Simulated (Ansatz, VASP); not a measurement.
## One calculation of H, two programs

POSCAR

```
H
1.0
   -1.7761111935      1.7761111935      2.0584739900
    1.7761111935     -1.7761111935      2.0584739900
    1.7761111935      1.7761111935     -2.0584739900
H
2
Direct
    0.9098622900      0.9098622900      0.0000000000
    0.0901377100      0.0901377100      0.0000000000
```

File INCAR.step1:

```
ALGO = Normal
EDIFF = 1E-4
ENCUT = 520
GGA = PE
ISMEAR = 0
LASPH = T
LCHARG = F
LREAL = F
LWAVE = T
NBANDS = 8
NELM = 80
PREC = Accurate
SIGMA = 0.05
```

Contents of INCAR.step2:

```
ALGO = Normal
EDIFF = 1E-6
ENCUT = 520
ISIF = 2
ISMEAR = 0
ISTART = 1
LASPH = T
LCHARG = F
LMIXTAU = T
LREAL = F
LWAVE = F
METAGGA = R2SCAN
NBANDS = 8
NELM = 80
PREC = Accurate
SIGMA = 0.05
```

File KPOINTS:

```
k-points
0
Gamma
  10 10 10
```

Input for Ansatz:

```yaml
crystal:
  lattice:
    - [-1.7761111935, 1.7761111935, 2.05847399]
    - [1.7761111935, -1.7761111935, 2.05847399]
    - [1.7761111935, 1.7761111935, -2.05847399]
  atoms:
    - { symbol: H, position: [0.90986229, 0.90986229, 0.0] }
    - { symbol: H, position: [0.09013771, 0.09013771, 0.0] }
basis:
  ecutwfc: 500
kpoints:
  mp_grid: { grid: [10, 10, 10] }
hamiltonian:
  xc: r2scan
scf:
  occupations: { method: gaussian, width: 0.05 }
output:
  forces: true
  stress: true
  eigenvalues: true
```

Change from the starting cell: strain +0.0500 x Voigt [1, 1, 0, 0, 0, 0], atoms carried along.

Alike in both runs: task single point; functional r2SCAN; k mesh 10 × 10 × 10; occupations gaussian, width 0.05 eV; no spin polarisation.

```csv
,VASP,Ansatz
version,VASP 6.6.1,Ansatz 0.2.0
potentials or method,"VASP PAW PBE potentials, release 64 (H), cutoff 520 eV","scalar-relativistic, plane waves, PAW"
valence electrons in the cell,2,2
```

Ansatz gave:

- gap on the k mesh at the Fermi level (eV): 9.82
- least direct gap on the mesh (eV): 10.52
- pressure (GPa): 0.1
- rms of the force components (eV/Å): 0.005

Q: Estimate VASP's values.

A: gap on the k mesh at the Fermi level (eV): 9.83; least direct gap on the mesh (eV): 10.54; pressure (GPa): -0.1; rms of the force components (eV/Å): 0.002.

VASP's potentials were made for PBE, not for r2SCAN. Atom by atom the forces differ by 0.003 eV/Å (rms over components).
